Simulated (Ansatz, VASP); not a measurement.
This is a calculation of CoO for VASP 6.6.1.

INCAR

```
SYSTEM = CoO
ALGO = Normal ; EDIFF = 1E-7
ENCUT = 520 ; GGA = PE
ISIF = 2 ; ISMEAR = -1
ISPIN = 2 ; LASPH = .TRUE.
LCHARG = .FALSE. ; LMAXMIX = 4
LORBIT = 11 ; LREAL = .FALSE.
LWAVE = .FALSE. ; MAGMOM = 2 0
NBANDS = 18 ; NELM = 150
PREC = Accurate ; SIGMA = 0.05
```

Contents of KPOINTS:

```
k-points
0
G
  11 11 10
  0 0 0
```

The input POSCAR:

```
CoO
1.0
    2.8562992300      0.0000000000      0.0000000000
   -1.4281496100      2.4736276900      0.0000000000
    0.0000000000      0.0000000000      2.7876065300
Co O
1 1
Direct
    0.0117820000      0.0045690000     -0.0189760000
    0.6454250000      0.3278740000      0.5075580000
```

Potentials or basis: VASP PAW PBE potentials, release 64 (Co, O).

Run with:

```sh
$ cat potpaw_PBE.64/Co/POTCAR potpaw_PBE.64/O/POTCAR > POTCAR
$ mpirun -np 1 vasp_std > vasp.out
```

Problem. Set up the same calculation for Ansatz 0.2.0. Potentials there: Ansatz PAW.

Solution. As run (the cutoff follows the program's own potentials):

input.yaml

```yaml
crystal:
  lattice:
    - [2.85629923, 0.0, 0.0]
    - [-1.42814961, 2.47362769, 0.0]
    - [0.0, 0.0, 2.78760653]
  atoms:
    - { symbol: Co, position: [0.011782, 0.004569, -0.018976], spin: 2.0 }
    - { symbol: O, position: [0.645425, 0.327874, 0.507558] }
hamiltonian:
  xc: pbe
  pseudopotentials: { kind: paw }
magnetization:
  spin_polarized: true
kpoints:
  mp_grid: { grid: [11, 11, 10] }
scf:
  occupations: { method: fermi_dirac, width: 0.05 }
output:
  forces: true
  stress: true
  eigenvalues: true
```

Potentials or basis: Ansatz PAW.

Run with:

```bash
$ ansatz run input.yaml --threads 2 --pin off --max-ram 5120MiB --backend cpu --events-out ev --progress --plain --runs-dir out
```

Both were run:

|  | VASP | Ansatz | Ansatz less VASP |
| --- | --- | --- | --- |
| gap on the k mesh at the Fermi level (eV) | none | none | - |
| pressure (GPa) | -7.0 | -6.7 | +0.26 |
| traceless stress, the component that is largest in VASP (GPa) | -3.21 | -2.89 | +0.327 |
| rms of the force components (eV/Å) | 0.127 | 0.123 | -0.0040 |
| net moment per atom (μB) | 1.50 | 1.50 | 0.000 |
| size of the moment on the site where the two differ most (μB) | 2.55 | 2.48 | -0.076 |

Site moments also hang on the region over which each program counts them. Atom by atom the forces differ by 0.004 eV/Å (rms over components). A gap of «none» marks a metal or a gap that the smearing closes. VASP's potentials hold 15 valence electrons a cell and Ansatz's 23, so a difference there can come from the potentials and not from the codes.
